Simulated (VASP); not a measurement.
Set up this calculation in VASP 6.6.1, as the native input.

* Task: single point
* Functional: PBEsol
* Potentials or basis: VASP PAW PBE potentials, release 64 (Sb, In_d)
* Cutoff: 520 eV
* k mesh: 6 × 6 × 6
* Occupations: fermi-dirac, width 0.05 eV
* Spin: no spin polarisation
* Dipole correction: no
* Further INCAR settings: ALGO = Fast; EDIFF = 1e-07; NBANDS = 30

The structure of In3Sb lies in POSCAR:

```
In3Sb
1.0
    4.8369620000      0.0000000000      0.0000000000
    0.0000000000      4.8369620000      0.0000000000
    0.0000000000      0.0000000000      4.8369620000
Sb In
1 3
Direct
    0.0000000000      0.0000000000      0.0000000000
    0.0000000000      0.5000000000      0.5000000000
    0.5000000000      0.0000000000      0.5000000000
    0.5000000000      0.5000000000      0.0000000000
```

These files were run (other wordings do the same):

INCAR

```
SYSTEM = In3Sb
  ALGO = Fast
  EDIFF = 1E-7
  ENCUT = 520
  GGA = PS
  ISIF = 2
  ISMEAR = -1
  LASPH = .True.
  LCHARG = .True.
  LELF = .True.
  LREAL = .False.
  LVHAR = .True.
  LWAVE = .False.
  NBANDS = 30
  NELM = 80
  PREC = Accurate
  SIGMA = 0.05
```

KPOINTS

```
k-points
0
Gamma
  6 6 6
  0 0 0
```

Potentials or basis: VASP PAW PBE potentials, release 64 (Sb, In_d).

Run with:

```sh
$ cat potpaw_PBE.64/Sb/POTCAR potpaw_PBE.64/In_d/POTCAR > POTCAR
$ mpirun -np 1 vasp_std > vasp.out
```

Results of the run:

The pressure is -2.6 GPa and the band gap on the k mesh is zero (bands 22 and 23 overlap by 3.50 eV).

Caveat: the PAW data sets were made with another functional, which shifts forces and pressure a little; spin-orbit coupling is left out, which moves the levels of the heavy elements.

It took 110 s on 1 thread of Intel Xeon 8259CL, with other jobs on the host, peak memory 0.24 GiB.
